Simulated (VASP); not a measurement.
# MnO2 (R-3m) in VASP: a series of runs, part 2 of 2

VASP 6.6.1.

### Step 5. Single point, PBE, collinear spin, ferromagnetic start

This run uses another cell than the first one, of 10.80 Å³/atom.

INCAR reads:

```
PREC = Accurate ; ENCUT = 700
EDIFF = 1E-6 ; ISMEAR = 0
SIGMA = 0.1 ; LREAL = False
LASPH = True ; NELM = 200
ALGO = Normal ; ISIF = 2
LWAVE = False ; LCHARG = True
ISPIN = 2 ; MAGMOM = 4 0 0
LORBIT = 11 ; LMAXMIX = 4
GGA = PE ; LELF = True
LVHAR = True ; ISYM = -1
NBANDS = 24 ; GGA_COMPAT = False
```

KPOINTS reads:

```
explicit points
14
Reciprocal
  0.16666667   0.16666667   0.00000000 2
  0.16666667   0.16666667   0.33333333 2
  0.16666667   0.16666667   0.66666667 2
  0.16666667   0.50000000   0.00000000 2
  0.16666667   0.50000000   0.33333333 2
  0.16666667   0.50000000   0.66666667 2
  0.16666667   0.83333333   0.00000000 2
  0.16666667   0.83333333   0.33333333 2
  0.16666667   0.83333333   0.66666667 2
  0.50000000   0.16666667   0.00000000 2
  0.50000000   0.16666667   0.33333333 2
  0.50000000   0.16666667   0.66666667 2
  0.50000000   0.50000000   0.00000000 1
  0.50000000   0.50000000   0.33333333 2
```

POSCAR reads:

```
MnO2
1.0
    1.4284348394      0.8247072390      4.5839315268
   -1.4284348394      0.8247072390      4.5839315268
    0.0000000000     -1.6494144781      4.5839315268
Mn O
1 2
Direct
    0.0000000000      0.0000000000      0.0000000000
    0.2643644900      0.2643644900      0.2643644900
    0.7356355100      0.7356355100      0.7356355100
```

Potentials or basis: VASP PAW PBE potentials, release 64 (Mn_pv, O).

On the command line:

```sh
> cat potpaw_PBE.64/Mn_pv/POTCAR potpaw_PBE.64/O/POTCAR > POTCAR
> mpirun -np 1 vasp_std > vasp.out
```

OUTCAR:

```text
PREC = Accurate
   ENCUT = 700
   EDIFF = 1E-6
   ISMEAR = 0
   LREAL = False
   LASPH = True
   NELM = 200
   ISIF = 2
   ISPIN = 2
   LORBIT = 11
   GGA = PE
   ISYM = -1

 ion  position               nearest neighbor table
   1  0.000  0.000  0.000-   3 1.90   2 1.90   3 1.90   3 1.90   2 1.90   2 1.90
   2  0.264  0.264  0.264-   1 1.90   1 1.90   1 1.90
   3  0.736  0.736  0.736-   1 1.90   1 1.90   1 1.90

IMPORTANT INFORMATION: All symmetrisations will be switched off!
NOSYMM: (Re-)initialisation of all symmetry stuff for point group C_1.

----------------------------------------------------------------------------------------

                                     Primitive cell

  volume of cell :      32.4003

  direct lattice vectors                    reciprocal lattice vectors
     1.428434839  0.824707239  4.583931527     0.350033468  0.202091917  0.072717782
    -1.428434839  0.824707239  4.583931527    -0.350033468  0.202091917  0.072717782
     0.000000000 -1.649414478  4.583931527     0.000000000 -0.404183833  0.072717782

  length of vectors
     4.871652324  4.871652324  4.871652324     0.410673163  0.410673163  0.410673163

  position of ions in fractional coordinates (direct lattice)
     0.000000000  0.000000000  0.000000000
     0.264364490  0.264364490  0.264364490
     0.735635510  0.735635510  0.735635510

  ion indices of the primitive-cell ions
   primitive index   ion index
                 1           1
                 2           2
                 3           3

----------------------------------------------------------------------------------------

 KPOINTS: explicit points

Read explicit list of k-points.

 Found     14 k-points:

 Following reciprocal coordinates:
            Coordinates               Weight
  0.166667  0.166667  0.000000      0.074074
  0.166667  0.166667  0.333333      0.074074
  0.166667  0.166667  0.666667      0.074074
[... 71 lines left out ...]
  ext. energy  EPLUGINS =         0.00000000
  ---------------------------------------------------
  free energy    TOTEN  =       -23.82701983 eV

  energy without entropy =      -23.82701983  energy(sigma->0) =      -23.82701983

 E-fermi :   3.7696     XC(G=0): -10.8315

 val. band max:        3.2184833620   @ k =   0.5000   0.5000   0.3333
 cond. band min:       4.3032384930   @ k =   0.5000   0.5000   0.0000
 fundamental gap:      1.0847551310
 Fermi energy:         3.7696156688

 spin component 1

 k-point     1 :       0.1667    0.1667    0.0000
  band No.  band energies     occupation
      1     -47.1004      1.00000
      2     -47.0375      1.00000
      3     -47.0214      1.00000
      4     -15.9973      1.00000
      5     -14.1505      1.00000
      6      -2.7210      1.00000
[... 367 lines left out ...]
     23      24.2166      0.00000
     24      27.4342      0.00000
 Fermi energy:         3.7696156688

 spin component 2

 k-point     1 :       0.1667    0.1667    0.0000
  band No.  band energies     occupation
      1     -44.0408      1.00000
      2     -43.9992      1.00000
      3     -43.8118      1.00000
      4     -15.8391      1.00000
      5     -14.0227      1.00000
      6      -1.9443      1.00000
[... 367 lines left out ...]
     23      24.9185      0.00000
     24      28.0783      0.00000

------------------------ aborting loop because EDIFF is reached ----------------------------------------

  FORCE on cell =-STRESS in cart. coord.  units (eV):
  Direction    XX          YY          ZZ          XY          YZ          ZX
  --------------------------------------------------------------------------------------
  -------------------------------------------------------------------------------------
  Total        1.2525292      1.1566980      0.9192048      0.0000011      0.0046117     -0.0000001
  in kB       61.9368116     57.1980150     45.4541190      0.0000533      0.2280464     -0.0000047
  external PRESSURE =      54.8629819 kB  Pullay stress =       0.0000000 kB

 VOLUME and BASIS-vectors are now :
 -----------------------------------------------------------------------------
  energy-cutoff  :      700.00
  volume of cell :       32.40
      direct lattice vectors                 reciprocal lattice vectors
     1.428434839  0.824707239  4.583931527     0.350033468  0.202091917  0.072717782
    -1.428434839  0.824707239  4.583931527    -0.350033468  0.202091917  0.072717782
     0.000000000 -1.649414478  4.583931527     0.000000000 -0.404183833  0.072717782

 POSITION                                       TOTAL-FORCE (eV/Angst)
 -----------------------------------------------------------------------------------
      0.00000      0.00000      0.00000         0.000000      0.000000     -0.000000
      0.00000     -0.00000      3.63549        -0.000000     -0.008180     -0.276108
      0.00000     -0.00000     10.11631        -0.000000      0.008180      0.276109
 -----------------------------------------------------------------------------------
    total drift:                                0.000000     -0.000000      0.000000

  FREE ENERGIE OF THE ION-ELECTRON SYSTEM (eV)
  ---------------------------------------------------
  free  energy   TOTEN  =       -23.8270198269 eV

  energy  without entropy=      -23.8270198269  energy(sigma->0) =      -23.82701983

 total charge

# of ion       s       p       d       tot
------------------------------------------
    1        0.356   6.466   4.926  11.748
    2        1.579   3.420   0.000   4.999
    3        1.579   3.420   0.000   4.999
--------------------------------------------------
tot          3.514  13.306   4.926  21.746

 magnetization (x)

# of ion       s       p       d       tot
------------------------------------------
    1        0.030   0.039   2.757   2.827
    2        0.003   0.045   0.000   0.048
    3        0.003   0.045   0.000   0.048
--------------------------------------------------
tot          0.037   0.128   2.757   2.923
```

stdout:

```text
POSCAR found type information on POSCAR MnO
 POSCAR found :  2 types and       3 ions
 scaLAPACK will be used
 LDA part: xc-table for (Slater+PW92), standard interpolation
 POSCAR, INCAR and KPOINTS ok, starting setup
 FFT: planning ... GRIDC
 FFT: planning ... GRID_SOFT
 FFT: planning ... GRID
 WAVECAR not read
 entering main loop
```

It took 72 s on 1 thread of AMD EPYC 7R13 (Zen 3), shared host; peak memory 0.29 GiB.

What came out:

| Item | Value |
| --- | --- |
| Free energy | -23.8270 eV |
| Pressure | 5.5 GPa |
| Largest force | 0.276 eV/Å |
| Band gap on the k mesh | 1.08 eV (least direct gap 1.17 eV) |
| Net moment | 3.00 μB per cell |
| Site moments | Mn +2.83; O +0.05 μB |
| Valence electrons inside the program's atomic spheres | Mn 11.75; O 5.00 |

Forces on the atoms (eV/Å):
```
Mn   0.000  0.000  0.000
O    0.000 -0.008 -0.276
O    0.000  0.008  0.276
```

Caveat: the cell stands under pressure; a shifted mesh leaves out Γ, where band edges can lie; a cell with one magnetic atom can't hold antiferromagnetic order, which such compounds often take.

### Step 6. Overview

```tsv
level	spin	cell	k mesh	cutoff (eV)	smearing	mended	gap on the mesh (eV)	pressure (GPa)	moment (μB)	largest force (eV/Å)
PBE	collinear, ferromagnetic start	a = 5.234 Å, angles 34.1°, 3 atoms	3 × 3 × 3	600	gaussian 0.1 eV	-	1.50	-21.9	3.00	1.87
PBE	off	a = 4.872 Å, angles 34.1°, 3 atoms	6 × 6 × 6	600	gaussian 0.1 eV	-	none	-4.2	-	0.12
r2SCAN+D4	collinear, ferromagnetic start	a = 4.872 Å, angles 34.1°, 3 atoms	3 × 3 × 3	660	tetrahedron	-	2.06	-0.5	3.00	0.07
PBE	collinear, ferromagnetic start	a = 4.872 Å, angles 34.1°, 3 atoms	3 × 3 × 3, shifted	700	gaussian 0.1 eV	yes	1.08	5.5	3.00	0.28
```

Alike in all rows: task single point; potentials or basis VASP PAW PBE potentials, release 64 (Mn_pv, O).

Caveats: some runs use coarse meshes; a cell with one magnetic atom can't hold antiferromagnetic order, which such compounds often take (at least some runs); an odd mesh through Γ misses points on the zone boundary, where band edges can lie (at least some runs); forces of over 1 eV/Å act on the atoms, so gaps and moduli don't describe the material at rest (at least some runs); an odd number of electrons without spin polarisation forces a metal (at least some runs); a magnetic or distorted state may lie lower (at least some runs); semilocal functionals often make such compounds metallic where correlation or magnetic order opens a gap, which also shifts bond lengths (at least some runs); the PAW data sets were made with another functional, which shifts forces and pressure a little (at least some runs).

Total energies depend on the potentials used, so only differences within one code and one set of settings carry meaning.
